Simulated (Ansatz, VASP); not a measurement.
## Al in VASP and in Ansatz

```xyz
2
Lattice="0.0000 3.0425 3.0425 3.0425 0.0000 3.0425 3.0425 3.0425 0.0000" Properties=species:S:1:pos:R:3 pbc="T T T"
Al    0.7606    0.7606    0.7606
Al    5.3244    5.3244    5.3244
```

Alike in both runs: functional revPBE; k mesh 10 × 10 × 10; occupations fermi-dirac, width 0.1 eV; no spin polarisation.

Ansatz relaxed the structure, and its values are those at the end. VASP's run is a single point on that final structure, the one shown.

|  | VASP | Ansatz |
| --- | --- | --- |
| version | VASP 6.6.1 | Ansatz 0.2.0 |
| potentials or method | VASP PAW PBE potentials, release 64 (Al), cutoff 520 eV | plane waves (420 eV) with PAW, scalar-relativistic |
| valence electrons in the cell | 6 | 6 |

```tsv
	VASP	Ansatz	Ansatz less VASP
pressure (GPa)	-0.1	0.0	+0.06
```

VASP's potentials were made for PBE, not for revPBE. The functional is the same, so the differences come from potentials, cutoffs and numerics.
